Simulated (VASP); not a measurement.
SbC30 (a cell with a defect): single point with LDA

System: SbC30 (a cell with a defect).

```xyz
31
Lattice="-3.5716 3.5716 3.5716 3.5716 -3.5716 3.5716 3.5716 3.5716 -3.5716" Properties=species:S:1:pos:R:3 pbc="T T T"
C     0.0217    0.0227    0.0104
C     3.5934    1.8035   -1.7705
C     3.6145    0.0173   -0.0276
C     3.6145   -1.8061    1.7957
C     1.8132    3.5924   -1.7723
C     1.8071    1.8247   -0.0276
C     1.8071   -1.8061    3.6032
C     0.0944    3.4726    0.0830
C    -0.0162    1.8247    1.7958
C    -0.0162    0.0172    3.6032
C     3.6660    1.8762    1.6795
C    -1.7610    3.5924    1.8018
C    -1.7591    1.8035    3.5820
C     1.8106    3.5950    1.7993
C     1.6908    1.8762    3.6547
C     2.6951    2.6961   -2.6687
C     2.6970    0.9071   -0.8886
C     2.8168   -0.9482    0.8303
C     2.6970   -2.6670    2.6856
C     0.9522    2.6748   -0.8824
C     0.8416    1.0269    0.8303
C     0.8416   -0.9482    2.8055
C     4.5238    0.9107    0.8818
C    -0.8711    2.6748    0.9409
C    -0.8772    0.9071    2.6856
C     2.7005    2.7340    0.8818
C    -2.6574    2.6961    2.6838
C     0.9143    4.4769    0.9029
C     0.8931    2.7340    2.6892
C     0.8931    0.9107    4.5125
Sb    2.2538    0.4640    2.2425
```

```json
{
  "Program": "VASP 6.6.1",
  "Task": "single point",
  "Functional": "LDA",
  "Potentials or basis": "VASP PAW LDA potentials, release 64 (C, Sb)",
  "Cutoff": "520 eV",
  "k mesh": "1 × 1 × 1, shifted",
  "Occupations": "fermi-dirac, width 0.01 eV",
  "Spin": "no spin polarisation",
  "Dipole correction": "no",
  "Charge": "-1",
  "Further INCAR settings": "LREAL = Auto; ALGO = Normal; EDIFF = 1e-06; NBANDS = 84; NELECT = 126.0"
}
```

- Largest force: 0.269 eV/Å

Forces on the atoms (eV/Å):
```
C    0.014  0.013  0.013
C    0.013  0.013  0.014
C    0.000 -0.027  0.024
C   -0.001  0.019 -0.023
C    0.007 -0.004 -0.005
C   -0.027  0.000  0.024
C   -0.025  0.021  0.000
C    0.159 -0.148  0.158
C    0.019 -0.001 -0.023
C    0.021 -0.025  0.000
C    0.156  0.156 -0.146
C   -0.005 -0.005  0.002
C    0.013  0.014  0.013
C   -0.004  0.007 -0.005
C   -0.148  0.159  0.158
C   -0.007 -0.007 -0.009
C    0.009  0.009 -0.004
C    0.140 -0.156 -0.160
C    0.009 -0.001  0.008
C   -0.024 -0.002  0.025
C   -0.156  0.140 -0.160
C   -0.159 -0.159  0.141
C   -0.024  0.023 -0.002
C    0.026 -0.002 -0.023
C   -0.001  0.009  0.008
C    0.023 -0.024 -0.002
C   -0.010 -0.010 -0.009
C   -0.007 -0.007 -0.009
C   -0.002 -0.024  0.025
C   -0.002  0.026 -0.023
Sb  -0.007 -0.007 -0.010
```

Levels at points of the mesh, in eV from the Fermi level:
| k point | band 61 | band 62 | band 63 | band 64 | band 65 | band 66 |
| --- | --- | --- | --- | --- | --- | --- |
| (0.25, 0.25, 0.25) | -2.35 | -0.34 | -0.34 | 3.69 | 4.24 | 4.29 |

It took 15 s on 1 thread of Intel(R) Xeon(R) 6975P-C (Granite Rapids), with other jobs on the host, peak memory 0.25 GiB.

Caveat: the k points lie up to 1.24 Å⁻¹ apart, too coarse for converged energies, forces and pressures; the cell carries a net charge on a neutralising background, which shifts energy and pressure; the cell is charged against a uniform background, so pressure and absolute levels hang on convention; spin-orbit coupling is left out, which moves the levels of the heavy elements.
